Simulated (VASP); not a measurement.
# Pb (P6_3/mmc) in VASP: further runs

Pb is run at these levels: PBEsol; tasks: single point.

All numbers are computed with VASP 6.6.1; they aren't measurements. Logs are shortened: lines on timing, memory, paths and dates and some standing lists are left out, and cuts for length are marked.

**1. The cell of the first run**

It takes space group P6_3/mmc (No. 194, hexagonal). The conventional cell has a = 3.503 Å, b = 3.503 Å, c = 5.627 Å, α = 90.00°, β = 90.00°, γ = 120.00°. Pb (site symmetry -6m2) has 12 Pb at 3.47 to 3.50 Å within 4.6 Å.

This isn't the form of Pb at room conditions, which is fcc.

**2. Single point, PBEsol (29.90 Å³/atom)**

File INCAR:

```
SYSTEM = Pb
  ALGO = Normal
  EDIFF = 1E-7
  ENCUT = 520
  GGA = PS
  ISIF = 2
  ISMEAR = -1
  LASPH = .True.
  LCHARG = .False.
  LREAL = .False.
  LWAVE = .False.
  NBANDS = 21
  NELM = 80
  PREC = Accurate
  SIGMA = 0.05
```

File KPOINTS:

```
k-points
0
Gamma
  12 12 7
  0 0 0
```

File POSCAR:

```
Pb
1.0
    3.5030477244      0.0000000000      0.0000000000
   -1.7515238622      3.0337283200      0.0000000000
    0.0000000000      0.0000000000      5.6270209464
Pb
2
Direct
    0.3333333333      0.6666666667      0.2500000000
    0.6666666667      0.3333333333      0.7500000000
```

Potentials or basis: VASP PAW PBE potentials, release 64 (Pb_d).

Launch:

```
cat potpaw_PBE.64/Pb_d/POTCAR > POTCAR
mpirun -np 1 vasp_std > vasp.out
```

OUTCAR:

```text
SYSTEM = Pb
   EDIFF = 1E-7
   ENCUT = 520
   GGA = PS
   ISIF = 2
   ISMEAR = -1
   LASPH = .True.
   LREAL = .False.
   NELM = 80
   PREC = Accurate

 ion  position               nearest neighbor table
   1  0.333  0.667  0.250-   2 3.47   2 3.47   2 3.47   2 3.47   2 3.47   2 3.47
   2  0.667  0.333  0.750-   1 3.47   1 3.47   1 3.47   1 3.47   1 3.47   1 3.47

  LATTYP: Found a hexagonal cell.
 ALAT       =     3.5030477244
 C/A-ratio  =     1.6063215203

  Lattice vectors:

 A1 = (   3.5030477244,   0.0000000000,   0.0000000000)
 A2 = (  -1.7515238622,   3.0337283200,   0.0000000000)
 A3 = (   0.0000000000,   0.0000000000,   5.6270209464)

Analysis of symmetry for initial positions (statically):
=====================================================================
 Subroutine PRICEL returns:
 Original cell was already a primitive cell.

 Routine SETGRP: Setting up the symmetry group for a
 hexagonal supercell.

 Subroutine GETGRP returns: Found 24 space group operations
 (whereof 12 operations were pure point group operations)
 out of a pool of 24 trial point group operations.

The static configuration has the point symmetry D_3d.
 The point group associated with its full space group is D_6h.

Analysis of symmetry for dynamics (positions and initial velocities):
=====================================================================
 Subroutine PRICEL returns:
 Original cell was already a primitive cell.

 Routine SETGRP: Setting up the symmetry group for a
 hexagonal supercell.

 Subroutine GETGRP returns: Found 24 space group operations
 (whereof 12 operations were pure point group operations)
 out of a pool of 24 trial point group operations.

The dynamic configuration has the point symmetry D_3d.
 The point group associated with its full space group is D_6h.

 Subroutine INISYM returns: Found 24 space group operations
 (whereof 12 operations are pure point group operations),
 and found     1 'primitive' translations

----------------------------------------------------------------------------------------

                                     Primitive cell

  volume of cell :      59.8000

  direct lattice vectors                    reciprocal lattice vectors
     3.503047724  0.000000000  0.000000000     0.285465708  0.164813704  0.000000000
    -1.751523862  3.033728320  0.000000000     0.000000000  0.329627407  0.000000000
     0.000000000  0.000000000  5.627020946     0.000000000  0.000000000  0.177713929

  length of vectors
     3.503047724  3.503047724  5.627020946     0.329627407  0.329627407  0.177713929

  position of ions in fractional coordinates (direct lattice)
     0.333333333  0.666666667  0.250000000
     0.666666667  0.333333333  0.750000000

  ion indices of the primitive-cell ions
   primitive index   ion index
                 1           1
                 2           2

----------------------------------------------------------------------------------------

 KPOINTS: k-points

Automatic generation of k-mesh.
 Grid dimensions read from file:
 generate k-points for:   12   12    7

 Generating k-lattice:

  Cartesian coordinates                     Fractional coordinates (reciprocal lattice)
     0.023788809  0.013734475  0.000000000     0.083333333 -0.000000000  0.000000000
     0.000000000  0.027468951  0.000000000     0.000000000  0.083333333  0.000000000
     0.000000000  0.000000000  0.025387704     0.000000000  0.000000000  0.142857143

  Length of vectors
     0.027468951  0.027468951  0.025387704

  Shift w.r.t. Gamma in fractional coordinates (k-lattice)
     0.000000000  0.000000000  0.000000000

 Subroutine IBZKPT returns following result:
 ===========================================

 Found     76 irreducible k-points:

 Following reciprocal coordinates:
            Coordinates               Weight
  0.000000  0.000000  0.000000      1.000000
  0.083333  0.000000  0.000000      6.000000
  0.166667  0.000000  0.000000      6.000000
  0.250000  0.000000  0.000000      6.000000
  0.333333  0.000000  0.000000      6.000000
  0.416667  0.000000  0.000000      6.000000
[... 16 lines left out ...]
  0.250000  0.000000  0.142857     12.000000
  0.333333  0.000000  0.142857     12.000000
 [... further k-points ...]
   k-points           NKPTS =     76   k-points in BZ     NKDIM =     76   number of bands    NBANDS=     21
   number of dos      NEDOS =    301   number of ions     NIONS =      2
   total plane-waves  NPLWV =  32928
   dimension x,y,z NGX =    28 NGY =   28 NGZ =   42
   dimension x,y,z NGXF=    56 NGYF=   56 NGZF=   84
   ions per type =               2
   NGX,Y,Z   is equivalent  to a cutoff of  13.29, 13.29, 12.41 a.u.
   NGXF,Y,Z  is equivalent  to a cutoff of  26.58, 26.58, 24.82 a.u.
 SYSTEM =  Pb
   PREC   = accura    normal or accurate (medium, high low for compatibility)
   ISTART =      0    job   : 0-new  1-cont  2-samecut
   ICHARG =      2    charge: 1-file 2-atom 10-const
   ISPIN  =      1    spin polarized calculation?
   LNONCOLLINEAR =      F non collinear calculations
   LSORBIT =      F    spin-orbit coupling
   LASPH  =      T    aspherical Exc in radial PAW
   ENCUT  =  520.0 eV  38.22 Ry    6.18 a.u.   6.51  6.51 10.46*2*pi/ulx,y,z
   NELM   =     80;   NELMIN=  2; NELMDL= -5     # of ELM steps
   EDIFF  = 0.1E-06   stopping-criterion for ELM
   LREAL  =      F    real-space projection
   EDIFFG = 0.1E-05   stopping-criterion for IOM
   NSW    =      0    number of steps for IOM
   IBRION =     -1    ionic relax: 0-MD 1-quasi-New 2-CG
   NFREE  =      0    steps in history (QN), initial steepest desc. (CG)
   ISIF   =      2    stress and relaxation
   ISYM   =      2    0-nonsym 1-usesym 2-fastsym
   POTIM  = 0.5000    time-step for ionic-motion
   TEBEG  =    0.0;   TEEND  =   0.0 temperature during run
   PSTRESS=    0.0 pullay stress
   NELECT =      28.0000    total number of electrons
   NUPDOWN=      -1.0000    fix difference up-down
   EMIN   =  10.00;   EMAX   =-10.00  energy-range for DOS
   EFERMI =   0.00;   METHOD = LEGACY
   ISMEAR =    -1;   SIGMA  =   0.05  broadening in eV -4-tet -1-fermi 0-gaus
   EFERMI_NEDOS =   21; number of points for ismear=-14 and -15
   IALGO  =     38    algorithm
   IMIX   =      4    mixing-type and parameters
     AMIX     =   0.40;   BMIX     =  1.00
     AMIX_MAG =   1.60;   BMIX_MAG =  1.00
  volume/ion in A,a.u.               =      29.90       201.78
  Fermi-wavevector in a.u.,A,eV,Ry     =   1.271239  2.402293 21.987663  1.616048
  Thomas-Fermi vector in A             =   2.404183
   LORBIT       =      0    0 simple, 1 ext, 2 COOP (PROOUT), +10 PAW based schemes
   GGA     = PS    functional components
   LHFCALC =     F    Hartree Fock is set to
   AEXX    =    0.0000 exact exchange contribution
   IVDW    =     0    specifies the selected vdW correction
   LEPSILON=     F    determine dielectric tensor
   LRPA    =     F    only Hartree local field effects (RPA)
 non-spin polarized calculation
  energy-cutoff  :      520.00
  volume of cell :       59.80
 maximum number of plane-waves:      1641
 NGX is ok and might be reduce to    28
   NGX = 13   NGY = 13   NGZ = 21

 number of electron      28.0000002 magnetization

 Free energy of the ion-electron system (eV)
  ---------------------------------------------------
  ext. energy  EPLUGINS =         0.00000000
  ---------------------------------------------------
  free energy    TOTEN  =        -7.96291066 eV

  energy without entropy =       -7.95093734  energy(sigma->0) =       -7.95692400

 E-fermi :   7.2223     XC(G=0): -10.4105

 val. band max:        7.2212813840   @ k =   0.3333   0.1667   0.2857
 cond. band min:       7.2250875410   @ k =   0.0833   0.0000   0.4286
 fundamental gap:      0.0038061570
 Fermi energy:         7.2222801113

 k-point     1 :       0.0000    0.0000    0.0000
  band No.  band energies     occupation
      1      -9.7817      2.00000
      2      -9.7384      2.00000
      3      -9.7184      2.00000
      4      -9.7184      2.00000
      5      -9.6949      2.00000
      6      -9.6949      2.00000
[... 13 lines left out ...]
     20      16.2369      0.00000
     21      18.7135      0.00000

 k-point     2 :       0.0833    0.0000    0.0000
  band No.  band energies     occupation
      1      -9.7773      2.00000
      2      -9.7456      2.00000
      3      -9.7039      2.00000
      4      -9.7020      2.00000
      5      -9.6912      2.00000
      6      -9.6790      2.00000
[... 13 lines left out ...]
     20      16.7961      0.00000
     21      18.1558      0.00000

 k-point     3 :       0.1667    0.0000    0.0000
  band No.  band energies     occupation
      1      -9.7949      2.00000
      2      -9.7314      2.00000
      3      -9.6966      2.00000
      4      -9.6916      2.00000
      5      -9.6849      2.00000
      6      -9.6570      2.00000
[... 13 lines left out ...]
     20      17.3131      0.00000
     21      17.8854      0.00000

 k-point     4 :       0.2500    0.0000    0.0000
  band No.  band energies     occupation
      1      -9.8296      2.00000
      2      -9.7258      2.00000
      3      -9.7219      2.00000
      4      -9.7067      2.00000
      5      -9.6776      2.00000
      6      -9.5953      2.00000
[... 13 lines left out ...]
     20      16.5753      0.00000
     21      17.8993      0.00000

 k-point     5 :       0.3333    0.0000    0.0000
  band No.  band energies     occupation
      1      -9.8632      2.00000
      2      -9.7634      2.00000
      3      -9.7326      2.00000
      4      -9.7269      2.00000
      5      -9.6427      2.00000
      6      -9.5838      2.00000
[... 13 lines left out ...]
     20      15.9915      0.00000
     21      17.6518      0.00000
[... 382 lines left out ...]
     20      16.7510      0.00000
     21      18.1938      0.00000

 k-point    22 :       0.1667    0.0000    0.1429
  band No.  band energies     occupation
      1      -9.7928      2.00000
      2      -9.7324      2.00000
      3      -9.7199      2.00000
      4      -9.6943      2.00000
      5      -9.6869      2.00000
      6      -9.6412      2.00000
[... 13 lines left out ...]
     20      16.9962      0.00000
     21      17.2678      0.00000

 k-point    23 :       0.2500    0.0000    0.1429
  band No.  band energies     occupation
      1      -9.8258      2.00000
      2      -9.7441      2.00000
      3      -9.7260      2.00000
      4      -9.7000      2.00000
      5      -9.6634      2.00000
      6      -9.6026      2.00000
[... 13 lines left out ...]
     20      16.0005      0.00000
     21      17.1144      0.00000

 k-point    24 :       0.3333    0.0000    0.1429
  band No.  band energies     occupation
      1      -9.8576      2.00000
      2      -9.7770      2.00000
      3      -9.7368      2.00000
      4      -9.7157      2.00000
      5      -9.6347      2.00000
      6      -9.6042      2.00000
[... 13 lines left out ...]
     20      15.4173      0.00000
     21      17.5703      0.00000

 [... further k-points ...]

------------------------ aborting loop because EDIFF is reached ----------------------------------------

  FORCE on cell =-STRESS in cart. coord.  units (eV):
  Direction    XX          YY          ZZ          XY          YZ          ZX
  --------------------------------------------------------------------------------------
  -------------------------------------------------------------------------------------
  Total       -0.1030349     -0.1030349      0.0523269     -0.0000000      0.0000000      0.0000000
  in kB       -2.7605364     -2.7605364      1.4019562     -0.0000000      0.0000000      0.0000000
  external PRESSURE =      -1.3730388 kB  Pullay stress =       0.0000000 kB

 VOLUME and BASIS-vectors are now :
 -----------------------------------------------------------------------------
  energy-cutoff  :      520.00
  volume of cell :       59.80
      direct lattice vectors                 reciprocal lattice vectors
     3.503047724  0.000000000  0.000000000     0.285465708  0.164813704  0.000000000
    -1.751523862  3.033728320  0.000000000     0.000000000  0.329627407  0.000000000
     0.000000000  0.000000000  5.627020946     0.000000000  0.000000000  0.177713929

 POSITION                                       TOTAL-FORCE (eV/Angst)
 -----------------------------------------------------------------------------------
     -0.00000      2.02249      1.40676         0.000000     -0.000000      0.000000
      1.75152      1.01124      4.22027        -0.000000      0.000000      0.000000
 -----------------------------------------------------------------------------------
    total drift:                               -0.000000      0.000000      0.000000

  FREE ENERGIE OF THE ION-ELECTRON SYSTEM (eV)
  ---------------------------------------------------
  free  energy   TOTEN  =        -7.9629106584 eV

  energy  without entropy=       -7.9509373387  energy(sigma->0) =       -7.95692400
```

Run time: 1.7 min. Hardware: 1 thread of Intel Xeon 8259CL, shared host; peak memory 0.22 GiB.

What came out:

* Free energy: -7.9629 eV
* Pressure: -0.1 GPa
* Band gap on the k mesh: zero (bands 14 and 15 overlap by 7.56 eV)

Stress tensor (GPa, compression positive):
```
-0.28  0.00  0.00
 0.00 -0.28  0.00
 0.00  0.00  0.14
```

Caveat: the PAW data sets were made with another functional, which shifts forces and pressure a little; spin-orbit coupling is left out, which moves the levels of the heavy elements.

**3. Single point, PBEsol (30.49 Å³/atom)**

This run uses another cell than the first one, of 30.49 Å³/atom.

File INCAR:

```
PREC     = Accurate       # precision mode
ENCUT    = 520            # plane-wave cutoff, eV
EDIFF    = 1E-6           # SCF threshold, eV
ISMEAR   = -1             # smearing method
SIGMA    = 0.05           # smearing width, eV
LREAL    = False          # projectors in reciprocal space
LASPH    = True           # aspherical terms in the spheres
NELM     = 80             # most SCF steps
ALGO     = Normal         # electronic algorithm
ISIF     = 2              # what is computed and relaxed
LWAVE    = False          # write WAVECAR
LCHARG   = True           # write CHGCAR
GGA      = PS             # functional
LELF     = True           # ELF
LVHAR    = True         
NBANDS   = 21             # bands
```

File KPOINTS:

```
regular mesh
0
Gamma
  12 12 7
```

File POSCAR:

```
Pb
1.0
    3.5257954250      0.0000000000      0.0000000000
   -1.7628977125      3.0534284065      0.0000000000
    0.0000000000      0.0000000000      5.6635610674
Pb
2
Direct
    0.3333333333      0.6666666667      0.2500000000
    0.6666666667      0.3333333333      0.7500000000
```

Potentials or basis: VASP PAW PBE potentials, release 64 (Pb_d).

Launch:

```
cat potpaw_PBE.64/Pb_d/POTCAR > POTCAR
mpirun -np 1 vasp_std > vasp.out
```

Wall time 99 s (1 thread of Intel Xeon 8259CL, shared host); peak memory 0.22 GiB.

Results (log left out):

| Quantity | Value |
| --- | --- |
| Free energy | -7.9595 eV |
| Pressure | -1.0 GPa |
| Band gap on the k mesh | zero (bands 14 and 15 overlap by 7.41 eV) |

Stress tensor (GPa, compression positive):
```
-1.19  0.00  0.00
 0.00 -1.19  0.00
 0.00  0.00 -0.55
```

Levels at points of the mesh, in eV from the Fermi level:
```csv
k point,band 10,band 11,band 12,band 13,band 14,band 15,band 16,band 17,band 18,band 19
"(0.00, 0.00, 0.00)",-16.69,-11.69,-7.95,-4.11,5.38,5.38,7.20,7.20,7.83,8.56
"(0.50, 0.00, 0.00)",-16.66,-8.33,-7.12,-2.83,-1.35,-0.47,1.77,1.95,5.59,6.06
```

Caveat: the PAW data sets were made with another functional, which shifts forces and pressure a little; spin-orbit coupling is left out, which moves the levels of the heavy elements.
